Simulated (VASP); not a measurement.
Input of a VASP 6.6.1 run:

The input INCAR:

```
SYSTEM = Au
PREC = Accurate
ENCUT = 520
EDIFF = 1E-6
ISMEAR = -1
SIGMA = 0.05
LREAL = .FALSE.
LASPH = .TRUE.
NELM = 80
ALGO = Normal
ISIF = 2
LWAVE = .FALSE.
LCHARG = .TRUE.
GGA = PS
LELF = .TRUE.
LVHAR = .TRUE.
NBANDS = 12
```

KPOINTS

```
Automatic mesh
0
G
  8 8 8
  0 0 0
```

The input POSCAR:

```
Au
1.0
    2.5319413173      0.0000000000      0.0000000000
    0.0000000000      2.5319413173      0.0000000000
    0.0000000000      0.0000000000      2.5319413173
Au
1
Direct
    0.0000000000      0.0000000000      0.0000000000
```

Potentials or basis: VASP PAW PBE potentials, release 64 (Au).

The run is started by

```console
$ cat potpaw_PBE.64/Au/POTCAR > POTCAR
$ mpirun -np 1 vasp_std > vasp.out
```

Predict the pressure.

39.6 GPa.

Caveat: the PAW data sets were made with another functional, which shifts forces and pressure a little.
